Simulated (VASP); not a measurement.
# Sc3Al (Pm-3m) in VASP: a series of runs

The runs below take Sc3Al through single point, with PBEsol.

Everything below comes from runs of VASP 6.6.1. Logs are shortened: lines on timing, memory, paths and dates and some standing lists are left out, and cuts for length are marked.

### Step 1. The cell of the first run

It takes space group Pm-3m (No. 221, cubic). Conventional cell: a = 4.375 Å, b = 4.375 Å, c = 4.375 Å, α = 90.00°, β = 90.00°, γ = 90.00°. Within 4.1 Å of Sc (site symmetry 4/mmm) lie 8 Sc at 3.09 Å and 4 Al at 3.09 Å. Al (site symmetry m-3m) has 12 Sc at 3.09 Å within 4.1 Å.

### Step 2. Single point, PBEsol

File INCAR:

```
SYSTEM = Sc3Al
PREC     = Accurate       ! precision mode
ENCUT    = 520            ! plane-wave cutoff, eV
EDIFF    = 1E-6           ! SCF threshold, eV
ISMEAR   = 0              ! smearing method
SIGMA    = 0.1            ! smearing width, eV
LREAL    = .False.        ! projectors in reciprocal space
LASPH    = .True.         ! aspherical terms in the spheres
NELM     = 100            ! most SCF steps
ALGO     = Normal         ! electronic algorithm
ISIF     = 2              ! what is computed and relaxed
LWAVE    = .False.        ! write WAVECAR
LCHARG   = .False.        ! write CHGCAR
GGA      = PS             ! functional
NBANDS   = 26             ! bands
```

File KPOINTS:

```
regular mesh
0
Gamma
  10 10 10
  0 0 0
```

File POSCAR:

```
Sc3Al
1.0
    4.3747949989      0.0000000000      0.0000000000
    0.0000000000      4.3747949989      0.0000000000
    0.0000000000      0.0000000000      4.3747949989
Sc Al
3 1
Direct
    0.5000000000      0.0000000000      0.5000000000
    0.0000000000      0.5000000000      0.5000000000
    0.5000000000      0.5000000000      0.0000000000
    0.0000000000      0.0000000000      0.0000000000
```

Potentials or basis: VASP PAW PBE potentials, release 64 (Sc_sv, Al).

Launch:

```
$ cat potpaw_PBE.64/Sc_sv/POTCAR potpaw_PBE.64/Al/POTCAR > POTCAR
$ mpirun -np 1 vasp_std > vasp.out
```

OUTCAR:

```text
SYSTEM = Sc3Al
   PREC = Accurate
   ENCUT = 520
   EDIFF = 1E-6
   ISMEAR = 0
   LREAL = .False.
   LASPH = .True.
   NELM = 100
   ISIF = 2
   GGA = PS

 ion  position               nearest neighbor table
   1  0.500  0.000  0.500-   2 3.09   3 3.09   4 3.09   3 3.09   4 3.09   2 3.09   3 3.09   3 3.09
                             2 3.09   4 3.09   4 3.09   2 3.09
   2  0.000  0.500  0.500-   1 3.09   3 3.09   4 3.09   3 3.09   4 3.09   1 3.09   4 3.09   4 3.09
                             1 3.09   3 3.09   3 3.09   1 3.09
   3  0.500  0.500  0.000-   1 3.09   2 3.09   4 3.09   1 3.09   2 3.09   1 3.09   4 3.09   1 3.09
                             2 3.09   4 3.09   2 3.09   4 3.09
   4  0.000  0.000  0.000-   1 3.09   2 3.09   3 3.09   1 3.09   2 3.09   2 3.09   3 3.09   2 3.09
                             1 3.09   3 3.09   1 3.09   3 3.09

  LATTYP: Found a simple cubic cell.
 ALAT       =     4.3747949989

  Lattice vectors:

 A1 = (   4.3747949989,   0.0000000000,   0.0000000000)
 A2 = (   0.0000000000,   4.3747949989,   0.0000000000)
 A3 = (   0.0000000000,   0.0000000000,   4.3747949989)

Analysis of symmetry for initial positions (statically):
=====================================================================
 Subroutine PRICEL returns:
 Original cell was already a primitive cell.

 Routine SETGRP: Setting up the symmetry group for a
 simple cubic supercell.

 Subroutine GETGRP returns: Found 48 space group operations
 (whereof 48 operations were pure point group operations)
 out of a pool of 48 trial point group operations.

The static configuration has the point symmetry O_h .

Analysis of symmetry for dynamics (positions and initial velocities):
=====================================================================
 Subroutine PRICEL returns:
 Original cell was already a primitive cell.

 Routine SETGRP: Setting up the symmetry group for a
 simple cubic supercell.

 Subroutine GETGRP returns: Found 48 space group operations
 (whereof 48 operations were pure point group operations)
 out of a pool of 48 trial point group operations.

The dynamic configuration has the point symmetry O_h .

 Subroutine INISYM returns: Found 48 space group operations
 (whereof 48 operations are pure point group operations),
 and found     1 'primitive' translations

----------------------------------------------------------------------------------------

                                     Primitive cell

  volume of cell :      83.7285

  direct lattice vectors                    reciprocal lattice vectors
     4.374794999  0.000000000  0.000000000     0.228582139  0.000000000  0.000000000
     0.000000000  4.374794999  0.000000000     0.000000000  0.228582139  0.000000000
     0.000000000  0.000000000  4.374794999     0.000000000  0.000000000  0.228582139

  length of vectors
     4.374794999  4.374794999  4.374794999     0.228582139  0.228582139  0.228582139

  position of ions in fractional coordinates (direct lattice)
     0.500000000  0.000000000  0.500000000
     0.000000000  0.500000000  0.500000000
     0.500000000  0.500000000  0.000000000
     0.000000000  0.000000000  0.000000000

  ion indices of the primitive-cell ions
   primitive index   ion index
                 1           1
                 2           2
                 3           3
                 4           4

----------------------------------------------------------------------------------------

 KPOINTS: regular mesh

Automatic generation of k-mesh.
 Grid dimensions read from file:
 generate k-points for:   10   10   10

 Generating k-lattice:

  Cartesian coordinates                     Fractional coordinates (reciprocal lattice)
     0.022858214  0.000000000  0.000000000     0.100000000  0.000000000  0.000000000
     0.000000000  0.022858214  0.000000000     0.000000000  0.100000000  0.000000000
     0.000000000  0.000000000  0.022858214     0.000000000  0.000000000  0.100000000

  Length of vectors
     0.022858214  0.022858214  0.022858214

  Shift w.r.t. Gamma in fractional coordinates (k-lattice)
     0.000000000  0.000000000  0.000000000

 Subroutine IBZKPT returns following result:
 ===========================================

 Found     56 irreducible k-points:

 Following reciprocal coordinates:
            Coordinates               Weight
  0.000000  0.000000  0.000000      1.000000
  0.100000  0.000000  0.000000      6.000000
  0.200000  0.000000  0.000000      6.000000
  0.300000  0.000000  0.000000      6.000000
  0.400000  0.000000  0.000000      6.000000
  0.500000  0.000000  0.000000      3.000000
[... 16 lines left out ...]
  0.200000  0.100000  0.100000     24.000000
  0.300000  0.100000  0.100000     24.000000
 [... further k-points ...]
   k-points           NKPTS =     56   k-points in BZ     NKDIM =     56   number of bands    NBANDS=     26
   number of dos      NEDOS =    301   number of ions     NIONS =      4
   total plane-waves  NPLWV =  46656
   dimension x,y,z NGX =    36 NGY =   36 NGZ =   36
   dimension x,y,z NGXF=    72 NGYF=   72 NGZF=   72
   ions per type =               3   1
   NGX,Y,Z   is equivalent  to a cutoff of  13.68, 13.68, 13.68 a.u.
   NGXF,Y,Z  is equivalent  to a cutoff of  27.36, 27.36, 27.36 a.u.
 SYSTEM =  Sc3Al
   PREC   = accura    normal or accurate (medium, high low for compatibility)
   ISTART =      0    job   : 0-new  1-cont  2-samecut
   ICHARG =      2    charge: 1-file 2-atom 10-const
   ISPIN  =      1    spin polarized calculation?
   LNONCOLLINEAR =      F non collinear calculations
   LSORBIT =      F    spin-orbit coupling
   LASPH  =      T    aspherical Exc in radial PAW
   ENCUT  =  520.0 eV  38.22 Ry    6.18 a.u.   8.13  8.13  8.13*2*pi/ulx,y,z
   NELM   =    100;   NELMIN=  2; NELMDL= -5     # of ELM steps
   EDIFF  = 0.1E-05   stopping-criterion for ELM
   LREAL  =      F    real-space projection
   EDIFFG = 0.1E-04   stopping-criterion for IOM
   NSW    =      0    number of steps for IOM
   IBRION =     -1    ionic relax: 0-MD 1-quasi-New 2-CG
   NFREE  =      0    steps in history (QN), initial steepest desc. (CG)
   ISIF   =      2    stress and relaxation
   ISYM   =      2    0-nonsym 1-usesym 2-fastsym
   POTIM  = 0.5000    time-step for ionic-motion
   TEBEG  =    0.0;   TEEND  =   0.0 temperature during run
   PSTRESS=    0.0 pullay stress
   NELECT =      36.0000    total number of electrons
   NUPDOWN=      -1.0000    fix difference up-down
   EMIN   =  10.00;   EMAX   =-10.00  energy-range for DOS
   EFERMI =   0.00;   METHOD = LEGACY
   ISMEAR =     0;   SIGMA  =   0.10  broadening in eV -4-tet -1-fermi 0-gaus
   EFERMI_NEDOS =   21; number of points for ismear=-14 and -15
   IALGO  =     38    algorithm
   IMIX   =      4    mixing-type and parameters
     AMIX     =   0.40;   BMIX     =  1.00
     AMIX_MAG =   1.60;   BMIX_MAG =  1.00
  volume/ion in A,a.u.               =      20.93       141.26
  Fermi-wavevector in a.u.,A,eV,Ry     =   1.235619  2.334982 20.772758  1.526755
  Thomas-Fermi vector in A             =   2.370261
   LORBIT       =      0    0 simple, 1 ext, 2 COOP (PROOUT), +10 PAW based schemes
   GGA     = PS    functional components
   LHFCALC =     F    Hartree Fock is set to
   AEXX    =    0.0000 exact exchange contribution
   IVDW    =     0    specifies the selected vdW correction
   LEPSILON=     F    determine dielectric tensor
   LRPA    =     F    only Hartree local field effects (RPA)
 non-spin polarized calculation
 Gauss-broadening in eV      SIGMA  =   0.10
  energy-cutoff  :      520.00
  volume of cell :       83.73
 maximum number of plane-waves:      2301
 NGX is ok and might be reduce to    36
   NGX = 17   NGY = 17   NGZ = 17

 number of electron      35.9999994 magnetization

 Free energy of the ion-electron system (eV)
  ---------------------------------------------------
  ext. energy  EPLUGINS =         0.00000000
  ---------------------------------------------------
  free energy    TOTEN  =       -24.95343054 eV

  energy without entropy =      -24.92583938  energy(sigma->0) =      -24.93963496

 E-fermi :   4.8620     XC(G=0): -10.3604

 val. band max:        4.8578305617   @ k =   0.5000   0.5000   0.2000
 cond. band min:       4.8643449166   @ k =   0.4000   0.0000   0.0000
 fundamental gap:      0.0065143549
 Fermi energy:         4.8620377486

 k-point     1 :       0.0000    0.0000    0.0000
  band No.  band energies     occupation
      1     -44.2657      2.00000
      2     -44.1478      2.00000
      3     -44.1478      2.00000
      4     -23.1889      2.00000
      5     -23.1889      2.00000
      6     -23.1889      2.00000
[... 18 lines left out ...]
     25       7.2927      0.00000
     26       8.4880      0.00000

 k-point     2 :       0.1000    0.0000    0.0000
  band No.  band energies     occupation
      1     -44.2632      2.00000
      2     -44.1503      2.00000
      3     -44.1477      2.00000
      4     -23.1825      2.00000
      5     -23.1825      2.00000
      6     -23.1793      2.00000
[... 18 lines left out ...]
     25       7.4102      0.00000
     26       8.4117      0.00000

 k-point     3 :       0.2000    0.0000    0.0000
  band No.  band energies     occupation
      1     -44.2558      2.00000
      2     -44.1576      2.00000
      3     -44.1476      2.00000
      4     -23.1648      2.00000
      5     -23.1648      2.00000
      6     -23.1513      2.00000
[... 18 lines left out ...]
     25       7.6218      0.00000
     26       8.0842      0.00000

 k-point     4 :       0.3000    0.0000    0.0000
  band No.  band energies     occupation
      1     -44.2448      2.00000
      2     -44.1685      2.00000
      3     -44.1475      2.00000
      4     -23.1397      2.00000
      5     -23.1397      2.00000
      6     -23.1066      2.00000
[... 18 lines left out ...]
     25       7.6382      0.00000
     26       7.6382      0.00000
[... 496 lines left out ...]
      1     -44.2582      2.00000
      2     -44.1514      2.00000
      3     -44.1514      2.00000
      4     -23.1949      2.00000
      5     -23.1539      2.00000
      6     -23.1539      2.00000
[... 18 lines left out ...]
     25       7.4248      0.00000
     26       8.3234      0.00000

 k-point    23 :       0.2000    0.1000    0.1000
  band No.  band energies     occupation
      1     -44.2511      2.00000
      2     -44.1584      2.00000
      3     -44.1513      2.00000
      4     -23.1915      2.00000
      5     -23.1371      2.00000
      6     -23.1163      2.00000
[... 18 lines left out ...]
     25       7.5863      0.00000
     26       8.0358      0.00000

 k-point    24 :       0.3000    0.1000    0.1000
  band No.  band energies     occupation
      1     -44.2406      2.00000
      2     -44.1689      2.00000
      3     -44.1512      2.00000
      4     -23.1743      2.00000
      5     -23.1123      2.00000
      6     -23.0736      2.00000
[... 18 lines left out ...]
     25       7.5413      0.00000
     26       7.9038      0.00000

 [... further k-points ...]
[... 5 lines left out ...]
  --------------------------------------------------------------------------------------
  -------------------------------------------------------------------------------------
  Total        0.0376646      0.0376646      0.0376646      0.0000000      0.0000000     -0.0000000
  in kB        0.7207269      0.7207269      0.7207269      0.0000000      0.0000000     -0.0000000
  external PRESSURE =       0.7207269 kB  Pullay stress =       0.0000000 kB

 VOLUME and BASIS-vectors are now :
 -----------------------------------------------------------------------------
  energy-cutoff  :      520.00
  volume of cell :       83.73
      direct lattice vectors                 reciprocal lattice vectors
     4.374794999  0.000000000  0.000000000     0.228582139  0.000000000  0.000000000
     0.000000000  4.374794999  0.000000000     0.000000000  0.228582139  0.000000000
     0.000000000  0.000000000  4.374794999     0.000000000  0.000000000  0.228582139

 POSITION                                       TOTAL-FORCE (eV/Angst)
 -----------------------------------------------------------------------------------
      2.18740      0.00000      2.18740         0.000000      0.000000      0.000000
      0.00000      2.18740      2.18740         0.000000      0.000000      0.000000
      2.18740      2.18740      0.00000         0.000000      0.000000      0.000000
      0.00000      0.00000      0.00000         0.000000      0.000000      0.000000
 -----------------------------------------------------------------------------------
    total drift:                                0.000000      0.000000      0.000000

  FREE ENERGIE OF THE ION-ELECTRON SYSTEM (eV)
  ---------------------------------------------------
  free  energy   TOTEN  =       -24.9534305375 eV

  energy  without entropy=      -24.9258393822  energy(sigma->0) =      -24.93963496
```

It took 60 s on 1 thread of Intel Xeon 6975P-C (Granite Rapids), shared host; peak memory 0.26 GiB.

What came out:

```
Free energy            : -24.9534 eV
Pressure               : 0.1 GPa
Band gap on the k mesh : zero (band 18 reaches 5.08 eV, above the bottom of band 19 at 3.75 eV)
```

Caveat: the PAW data sets were made with another functional, which shifts forces and pressure a little.

### Step 3. Single point, PBEsol (volume scaled by 1.03)

File INCAR:

```
ALGO = Fast ; EDIFF = 1E-7
ENCUT = 520 ; GGA = PS
ISIF = 2 ; ISMEAR = 0
LASPH = T ; LCHARG = F
LREAL = F ; LWAVE = F
NBANDS = 26 ; NELM = 100
PREC = Accurate ; SIGMA = 0.1
```

File KPOINTS:

```
k-points
0
Gamma
  10 10 10
```

File POSCAR:

```
Sc3Al
1.0
    4.4181126192      0.0000000000      0.0000000000
    0.0000000000      4.4181126192      0.0000000000
    0.0000000000      0.0000000000      4.4181126192
Sc Al
3 1
Direct
    0.5000000000      0.0000000000      0.5000000000
    0.0000000000      0.5000000000      0.5000000000
    0.5000000000      0.5000000000      0.0000000000
    0.0000000000      0.0000000000      0.0000000000
```

Potentials or basis: VASP PAW PBE potentials, release 64 (Sc_sv, Al).

Launch:

```
$ cat potpaw_PBE.64/Sc_sv/POTCAR potpaw_PBE.64/Al/POTCAR > POTCAR
$ mpirun -np 1 vasp_std > vasp.out
```

OUTCAR:

```text
EDIFF = 1E-7
   ENCUT = 520
   GGA = PS
   ISIF = 2
   ISMEAR = 0
   LASPH = T
   LREAL = F
   NELM = 100
   PREC = Accurate

 ion  position               nearest neighbor table
   1  0.500  0.000  0.500-   2 3.12   3 3.12   4 3.12   3 3.12   4 3.12   2 3.12   3 3.12   3 3.12
                             2 3.12   4 3.12   4 3.12   2 3.12
   2  0.000  0.500  0.500-   1 3.12   3 3.12   4 3.12   3 3.12   4 3.12   1 3.12   4 3.12   4 3.12
                             1 3.12   3 3.12   3 3.12   1 3.12
[... 897 lines left out ...]
 [... further k-points ...]
[... 5 lines left out ...]
  --------------------------------------------------------------------------------------
  -------------------------------------------------------------------------------------
  Total       -0.9913139     -0.9913139     -0.9913139     -0.0000000      0.0000000     -0.0000000
  in kB      -18.4166832    -18.4166832    -18.4166832     -0.0000000      0.0000000     -0.0000000
  external PRESSURE =     -18.4166832 kB  Pullay stress =       0.0000000 kB

 VOLUME and BASIS-vectors are now :
 -----------------------------------------------------------------------------
  energy-cutoff  :      520.00
  volume of cell :       86.24
      direct lattice vectors                 reciprocal lattice vectors
     4.418112619  0.000000000  0.000000000     0.226340994  0.000000000  0.000000000
     0.000000000  4.418112619  0.000000000     0.000000000  0.226340994  0.000000000
     0.000000000  0.000000000  4.418112619     0.000000000  0.000000000  0.226340994

 POSITION                                       TOTAL-FORCE (eV/Angst)
 -----------------------------------------------------------------------------------
      2.20906      0.00000      2.20906         0.000000      0.000000      0.000000
      0.00000      2.20906      2.20906         0.000000      0.000000      0.000000
      2.20906      2.20906      0.00000         0.000000      0.000000      0.000000
      0.00000      0.00000      0.00000         0.000000      0.000000      0.000000
 -----------------------------------------------------------------------------------
    total drift:                                0.000000      0.000000      0.000000

  FREE ENERGIE OF THE ION-ELECTRON SYSTEM (eV)
  ---------------------------------------------------
  free  energy   TOTEN  =       -24.9402088489 eV

  energy  without entropy=      -24.9119600231  energy(sigma->0) =      -24.92608444
```

Wall time 83 s (1 thread of Intel Xeon Platinum 8559C (Emerald Rapids), shared host); peak memory 0.26 GiB.

What came out:

```
Free energy            : -24.9402 eV
Pressure               : -1.8 GPa
Band gap on the k mesh : zero (band 18 reaches 4.87 eV, above the bottom of band 19 at 3.54 eV)
```

Caveat: the PAW data sets were made with another functional, which shifts forces and pressure a little.

(Part 1 of 2 ends here.)
